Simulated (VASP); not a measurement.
# Au (Fm-3m) in VASP: single point with r2SCAN

Aim: the single point of Au with r2SCAN.

All numbers are computed with VASP 6.6.1; they aren't measurements. Logs are shortened: lines on timing, memory, paths and dates and some standing lists are left out, and cuts for length are marked.

## 1. The cell of the first run

Symmetry: Fm-3m, No. 225, cubic system. The conventional cell has a = 4.070 Å, b = 4.070 Å, c = 4.070 Å, α = 90.00°, β = 90.00°, γ = 90.00°. Au (site symmetry m-3m) has 12 Au at 2.88 Å within 3.8 Å.

## 2. Single point, r2SCAN

The input, POSCAR:

```
Au
1.0
    0.0000000000      2.0350000000      2.0350000000
    2.0350000000      0.0000000000      2.0350000000
    2.0350000000      2.0350000000      0.0000000000
Au
1
Direct
    0.0000000000      0.0000000000      0.0000000000
```

The input, INCAR.step1:

```
  PREC = Accurate
  ENCUT = 550
  ISMEAR = 0
  SIGMA = 0.1
  LREAL = False
  LASPH = True
  NELM = 120
  NBANDS = 12
  GGA = PE
  ALGO = Normal
  EDIFF = 1E-5
  LWAVE = True
  LCHARG = False
  GGA_COMPAT = False
```

The input, INCAR.step2:

```
  PREC = Accurate
  ENCUT = 550
  EDIFF = 1E-6
  ISMEAR = 0
  SIGMA = 0.1
  LREAL = False
  LASPH = True
  NELM = 120
  ALGO = Normal
  ISIF = 2
  LWAVE = False
  LCHARG = False
  METAGGA = R2SCAN
  LMIXTAU = True
  NBANDS = 12
  ISTART = 1
  GGA_COMPAT = False
```

The input, KPOINTS:

```
Automatic mesh
0
Gamma
  6 6 6
```

Potentials or basis: VASP PAW PBE potentials, release 64 (Au).

Started as:

```console
cat potpaw_PBE.64/Au/POTCAR > POTCAR
cp INCAR.step1 INCAR
mpirun -np 1 vasp_std > vasp.out
cp INCAR.step2 INCAR
mpirun -np 1 vasp_std > vasp.out
```

OUTCAR:

```text
PREC = Accurate
   ENCUT = 550
   EDIFF = 1E-6
   ISMEAR = 0
   LREAL = False
   LASPH = True
   NELM = 120
   ISIF = 2
   METAGGA = R2SCAN
   ISTART = 1

 ion  position               nearest neighbor table
   1  0.000  0.000  0.000-

  LATTYP: Found a face centered cubic cell.
 ALAT       =     4.0700000000

  Lattice vectors:

 A1 = (   0.0000000000,   2.0350000000,   2.0350000000)
 A2 = (   2.0350000000,   0.0000000000,   2.0350000000)
 A3 = (   2.0350000000,   2.0350000000,   0.0000000000)

Analysis of symmetry for initial positions (statically):
=====================================================================
 Subroutine PRICEL returns:
 Original cell was already a primitive cell.

 Routine SETGRP: Setting up the symmetry group for a
 face centered cubic supercell.

 Subroutine GETGRP returns: Found 48 space group operations
 (whereof 48 operations were pure point group operations)
 out of a pool of 48 trial point group operations.

The static configuration has the point symmetry O_h .

Analysis of symmetry for dynamics (positions and initial velocities):
=====================================================================
 Subroutine PRICEL returns:
 Original cell was already a primitive cell.

 Routine SETGRP: Setting up the symmetry group for a
 face centered cubic supercell.

 Subroutine GETGRP returns: Found 48 space group operations
 (whereof 48 operations were pure point group operations)
 out of a pool of 48 trial point group operations.

The dynamic configuration has the point symmetry O_h .

 Subroutine INISYM returns: Found 48 space group operations
 (whereof 48 operations are pure point group operations),
 and found     1 'primitive' translations

----------------------------------------------------------------------------------------

                                     Primitive cell

  volume of cell :      16.8548

  direct lattice vectors                    reciprocal lattice vectors
     0.000000000  2.035000000  2.035000000    -0.245700246  0.245700246  0.245700246
     2.035000000  0.000000000  2.035000000     0.245700246 -0.245700246  0.245700246
     2.035000000  2.035000000  0.000000000     0.245700246  0.245700246 -0.245700246

  length of vectors
     2.877924599  2.877924599  2.877924599     0.425565309  0.425565309  0.425565309

  position of ions in fractional coordinates (direct lattice)
     0.000000000  0.000000000  0.000000000

  ion indices of the primitive-cell ions
   primitive index   ion index
                 1           1

----------------------------------------------------------------------------------------

 KPOINTS: Automatic mesh

Automatic generation of k-mesh.
 Grid dimensions read from file:
 generate k-points for:    6    6    6

 Generating k-lattice:

  Cartesian coordinates                     Fractional coordinates (reciprocal lattice)
    -0.040950041  0.040950041  0.040950041     0.166666667  0.000000000  0.000000000
     0.040950041 -0.040950041  0.040950041     0.000000000  0.166666667  0.000000000
     0.040950041  0.040950041 -0.040950041     0.000000000  0.000000000  0.166666667

  Length of vectors
     0.070927551  0.070927551  0.070927551

  Shift w.r.t. Gamma in fractional coordinates (k-lattice)
     0.000000000  0.000000000  0.000000000

 Subroutine IBZKPT returns following result:
 ===========================================

 Found     16 irreducible k-points:

 Following reciprocal coordinates:
            Coordinates               Weight
  0.000000  0.000000  0.000000      1.000000
  0.166667  0.000000  0.000000      8.000000
  0.333333  0.000000  0.000000      8.000000
  0.500000  0.000000  0.000000      4.000000
  0.166667  0.166667  0.000000      6.000000
  0.333333  0.166667  0.000000     24.000000
[... 8 lines left out ...]
 -0.333333  0.333333  0.166667     24.000000
 -0.333333  0.500000  0.166667     12.000000
   k-points           NKPTS =     16   k-points in BZ     NKDIM =     16   number of bands    NBANDS=     12
   number of dos      NEDOS =    301   number of ions     NIONS =      1
   total plane-waves  NPLWV =  13824
   dimension x,y,z NGX =    24 NGY =   24 NGZ =   24
   dimension x,y,z NGXF=    48 NGYF=   48 NGZF=   48
   ions per type =               1
   NGX,Y,Z   is equivalent  to a cutoff of  13.86, 13.86, 13.86 a.u.
   NGXF,Y,Z  is equivalent  to a cutoff of  27.73, 27.73, 27.73 a.u.
 SYSTEM =  unknown system
   PREC   = accura    normal or accurate (medium, high low for compatibility)
   ISTART =      1    job   : 0-new  1-cont  2-samecut
   ICHARG =      0    charge: 1-file 2-atom 10-const
   ISPIN  =      1    spin polarized calculation?
   LNONCOLLINEAR =      F non collinear calculations
   LSORBIT =      F    spin-orbit coupling
   LASPH  =      T    aspherical Exc in radial PAW
   ENCUT  =  550.0 eV  40.42 Ry    6.36 a.u.   5.50  5.50  5.50*2*pi/ulx,y,z
   NELM   =    120;   NELMIN=  2; NELMDL=  0     # of ELM steps
   EDIFF  = 0.1E-05   stopping-criterion for ELM
   LREAL  =      F    real-space projection
   EDIFFG = 0.1E-04   stopping-criterion for IOM
   NSW    =      0    number of steps for IOM
   IBRION =     -1    ionic relax: 0-MD 1-quasi-New 2-CG
   NFREE  =      0    steps in history (QN), initial steepest desc. (CG)
   ISIF   =      2    stress and relaxation
   ISYM   =      2    0-nonsym 1-usesym 2-fastsym
   POTIM  = 0.5000    time-step for ionic-motion
   TEBEG  =    0.0;   TEEND  =   0.0 temperature during run
   PSTRESS=    0.0 pullay stress
   NELECT =      11.0000    total number of electrons
   NUPDOWN=      -1.0000    fix difference up-down
   EMIN   =  10.00;   EMAX   =-10.00  energy-range for DOS
   EFERMI =   0.00;   METHOD = LEGACY
   ISMEAR =     0;   SIGMA  =   0.10  broadening in eV -4-tet -1-fermi 0-gaus
   EFERMI_NEDOS =   21; number of points for ismear=-14 and -15
   IALGO  =     38    algorithm
   IMIX   =      4    mixing-type and parameters
     AMIX     =   0.40;   BMIX     =  1.00
     AMIX_MAG =   1.60;   BMIX_MAG =  1.00
  volume/ion in A,a.u.               =      16.85       113.74
  Fermi-wavevector in a.u.,A,eV,Ry     =   1.420032  2.683470 27.436005  2.016489
  Thomas-Fermi vector in A             =   2.540990
   LORBIT       =      0    0 simple, 1 ext, 2 COOP (PROOUT), +10 PAW based schemes
   METAGGA = R2SCAN    functional components
   LHFCALC =     F    Hartree Fock is set to
   AEXX    =    0.0000 exact exchange contribution
   IVDW    =     0    specifies the selected vdW correction
   LEPSILON=     F    determine dielectric tensor
   LRPA    =     F    only Hartree local field effects (RPA)
 non-spin polarized calculation
 Gauss-broadening in eV      SIGMA  =   0.10
  energy-cutoff  :      550.00
  volume of cell :       16.85
 maximum number of plane-waves:       531
 NGX is ok and might be reduce to    24
   NGX = 11   NGY = 11   NGZ = 11

 number of electron      10.9999999 magnetization

 Free energy of the ion-electron system (eV)
  ---------------------------------------------------
  ext. energy  EPLUGINS =         0.00000000
  ---------------------------------------------------
  free energy    TOTEN  =       -50.50475376 eV

  energy without entropy =      -50.49878891  energy(sigma->0) =      -50.50177134

 E-fermi :   9.4245     XC(G=0): -13.7034

 val. band max:        9.4019273533   @ k =   0.5000   0.3333   0.1667
 cond. band min:      10.2433830874   @ k =   0.5000   0.1667   0.0000
 fundamental gap:      0.8414557342
 Fermi energy:         9.4244794763

 k-point     1 :       0.0000    0.0000    0.0000
  band No.  band energies     occupation
      1      -0.7018      2.00000
      2       4.5029      2.00000
      3       4.5029      2.00000
      4       4.5029      2.00000
      5       6.0687      2.00000
      6       6.0687      2.00000
      7      24.8278      0.00000
      8      28.9819      0.00000
      9      28.9819      0.00000
     10      28.9819      0.00000
     11      34.3016      0.00000
     12      38.8856      0.00000

 k-point     2 :       0.1667    0.0000    0.0000
  band No.  band energies     occupation
      1       0.2529      2.00000
      2       4.2837      2.00000
      3       4.7588      2.00000
      4       4.7588      2.00000
      5       6.0174      2.00000
      6       6.0174      2.00000
      7      24.4951      0.00000
      8      25.9946      0.00000
      9      30.0274      0.00000
     10      30.0274      0.00000
     11      33.0639      0.00000
     12      35.3254      0.00000

 k-point     3 :       0.3333    0.0000    0.0000
  band No.  band energies     occupation
      1       1.7076      2.00000
      2       4.6545      2.00000
      3       4.6545      2.00000
      4       5.4003      2.00000
      5       6.7234      2.00000
      6       6.7234      2.00000
      7      17.8457      0.00000
      8      25.2249      0.00000
      9      29.3080      0.00000
     10      29.3080      0.00000
     11      33.8636      0.00000
     12      34.1579      0.00000
[... 166 lines left out ...]
 k-point    15 :      -0.3333    0.3333    0.1667
  band No.  band energies     occupation
      1       3.4175      2.00000
      2       3.5104      2.00000
      3       4.4707      2.00000
      4       5.8171      2.00000
      5       7.2572      2.00000
      6      13.0429      0.00000
      7      13.9111      0.00000
      8      19.8385      0.00000
      9      21.8392      0.00000
     10      29.8190      0.00000
     11      33.9070      0.00000
     12      38.7786      0.00000

 k-point    16 :      -0.3333    0.5000    0.1667
  band No.  band energies     occupation
      1       2.8344      2.00000
      2       3.1101      2.00000
      3       5.2900      2.00000
      4       6.3653      2.00000
      5       7.6918      2.00000
      6      13.9558      0.00000
      7      14.7573      0.00000
      8      18.1596      0.00000
      9      19.5966      0.00000
     10      31.5585      0.00000
     11      32.2340      0.00000
     12      35.6214      0.00000

------------------------ aborting loop because EDIFF is reached ----------------------------------------

  FORCE on cell =-STRESS in cart. coord.  units (eV):
  Direction    XX          YY          ZZ          XY          YZ          ZX
  --------------------------------------------------------------------------------------
  -------------------------------------------------------------------------------------
  Total        0.9024393      0.9024393      0.9024393     -0.0000000     -0.0000000      0.0000000
  in kB       85.7838146     85.7838146     85.7838146     -0.0000000     -0.0000000      0.0000000
  external PRESSURE =      85.7838146 kB  Pullay stress =       0.0000000 kB

 VOLUME and BASIS-vectors are now :
 -----------------------------------------------------------------------------
  energy-cutoff  :      550.00
  volume of cell :       16.85
      direct lattice vectors                 reciprocal lattice vectors
     0.000000000  2.035000000  2.035000000    -0.245700246  0.245700246  0.245700246
     2.035000000  0.000000000  2.035000000     0.245700246 -0.245700246  0.245700246
     2.035000000  2.035000000  0.000000000     0.245700246  0.245700246 -0.245700246

 POSITION                                       TOTAL-FORCE (eV/Angst)
 -----------------------------------------------------------------------------------
      0.00000      0.00000      0.00000         0.000000     -0.000000     -0.000000
 -----------------------------------------------------------------------------------
    total drift:                               -0.000000      0.000000      0.000000

  FREE ENERGIE OF THE ION-ELECTRON SYSTEM (eV)
  ---------------------------------------------------
  free  energy   TOTEN  =       -50.5047537584 eV

  energy  without entropy=      -50.4987889135  energy(sigma->0) =      -50.50177134
```

Wall time 14 s (1 thread of Intel Xeon Platinum 8488C (Sapphire Rapids), shared host); peak memory 0.14 GiB.

What came out:

| Quantity | Value |
| --- | --- |
| Free energy | -50.5048 eV |
| Pressure | 8.6 GPa |

Caveat: the k points lie up to 0.45 Å⁻¹ apart; the PAW data sets were made with another functional, which shifts forces and pressure a little; spin-orbit coupling is left out, which moves the levels of the heavy elements.
